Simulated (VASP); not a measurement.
Input of a VASP 6.6.1 run:

The input INCAR:

```
PREC     = Accurate       # precision mode
ENCUT    = 600            # plane-wave cutoff, eV
EDIFF    = 1E-7           # SCF threshold, eV
ISMEAR   = 0              # smearing method
SIGMA    = 0.15           # smearing width, eV
LREAL    = F              # projectors in reciprocal space
LASPH    = T              # aspherical terms in the spheres
NELM     = 120            # most SCF steps
ALGO     = Normal         # electronic algorithm
ISIF     = 3              # what is computed and relaxed
LWAVE    = F              # write WAVECAR
LCHARG   = F              # write CHGCAR
GGA      = PE             # functional
IBRION   = 2              # ionic algorithm
NSW      = 36             # ionic steps
EDIFFG   = -0.08          # ionic threshold
GGA_COMPAT= F            
NELMIN   = 4
```

The input KPOINTS:

```
regular mesh
0
Gamma
  6 6 3
```

The input POSCAR:

```
AlN
1.0
    2.4443741000      0.0000000000      0.0000000000
    0.0000000000      2.4443741000      0.0000000000
    0.0000000000      0.0000000000      4.2413410100
Al N
1 1
Direct
    0.0000000000      0.0000000000      0.5000000000
    0.0000000000      0.0000000000      0.0000000000
```

Potentials or basis: VASP PAW PBE potentials, release 64 (Al, N).

Run with:

```sh
$ cat potpaw_PBE.64/Al/POTCAR potpaw_PBE.64/N/POTCAR > POTCAR
$ mpirun -np 1 vasp_std > vasp.out
```

What does it give for the relaxed volume?

19.00 Å³/atom.

Estimate the relaxed cell.

a = 3.350 Å, b = 3.350 Å, c = 3.387 Å, α = 90.00°, β = 90.00°, γ = 90.00°.

Final structure:
```
Al N
1.0
     3.34997    0.00000    0.00000
     0.00000    3.34997    0.00000
     0.00000    0.00000    3.38686
Al N
1 1
Direct
  0.00000 0.00000 0.50000
  0.00000 0.00000 0.00000
```

Caveat: the k points lie up to 0.62 Å⁻¹ apart in the final cell; the volume moved by over 15 % at a fixed basis, so the end points are rough.
